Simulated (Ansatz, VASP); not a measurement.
# One calculation of ZnS, two programs

```
Zn S
1.0
     3.73823   -0.00935   -0.00935
    -1.87721    3.24208   -0.00342
    -0.01536   -0.01536    6.14300
Zn S
2 2
Direct
  0.33391 0.66714 0.00561
  0.66739 0.33382 0.50561
  0.33393 0.66620 0.37940
  0.66477 0.33284 0.87938
```

Change from the starting cell: equal xy, yz and zx engineering shears of -0.5 %.

Alike in both runs: functional LDA; k mesh 6 × 6 × 4; no spin polarisation.

Ansatz relaxed the structure, and its values are those at the end. VASP's run is a single point on that final structure, the one shown.

|  | VASP | Ansatz |
| --- | --- | --- |
| version | VASP 6.6.1 | Ansatz 0.2.0 |
| potentials or method | VASP PAW LDA potentials, release 64 (Zn, S), cutoff 520 eV | all-electron LAPW, scalar-relativistic |
| occupations | gaussian, width 0.01 eV | fixed |

```tsv
	VASP	Ansatz	Ansatz less VASP
gap on the k mesh at the Fermi level (eV)	2.21	2.18	-0.033
pressure (GPa)	0.3	0.0	-0.24
```

LDA's correlation is that of Perdew and Zunger in VASP and of Perdew and Wang (1992) in Ansatz. Ansatz ran all-electron here, and VASP with PAW potentials.
